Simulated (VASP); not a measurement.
Wanted: the native input for a VASP 6.6.1 run.

```yaml
Task: single point
Functional: PBEsol
Potentials_or_basis: VASP PAW PBE potentials, release 64 (Ru_pv, Rh_pv)
Cutoff: 520 eV
k_mesh: 9 × 9 × 5
Occupations: fermi-dirac, width 0.05 eV
Spin: no spin polarisation
Dipole_correction: no
Further_INCAR_settings: ALGO = Normal; EDIFF = 1e-06; NBANDS = 22
```

The structure of RuRh lies in POSCAR:

```
RuRh
1.0
    2.7094150000      0.0000000000      0.0000000000
   -1.3547080000      2.3464220000      0.0000000000
    0.0000000000      0.0000000000      4.2983680000
Ru Rh
1 1
Direct
    0.0000000000      0.0000000000      0.5000000000
    0.6666666667      0.3333333333      0.0000000000
```

The input as run:

INCAR

```
SYSTEM = RuRh
PREC = Accurate
ENCUT = 520
EDIFF = 1E-6
ISMEAR = -1
SIGMA = 0.05
LREAL = .False.
LASPH = .True.
NELM = 80
ALGO = Normal
ISIF = 2
LWAVE = .False.
LCHARG = .True.
GGA = PS
LELF = .True.
LVHAR = .True.
NBANDS = 22
```

KPOINTS

```
Automatic mesh
0
Gamma
  9 9 5
  0 0 0
```

Potentials or basis: VASP PAW PBE potentials, release 64 (Ru_pv, Rh_pv).

Run with:

```console
$ cat potpaw_PBE.64/Ru_pv/POTCAR potpaw_PBE.64/Rh_pv/POTCAR > POTCAR
$ mpirun -np 1 vasp_std > vasp.out
```

It gave:

The pressure is -5.5 GPa.

Caveat: the PAW data sets were made with another functional, which shifts forces and pressure a little.

Run time: 9.6 s on 1 thread of Intel(R) Xeon(R) 6975P-C (Granite Rapids), on a shared host, peak memory 0.15 GiB.
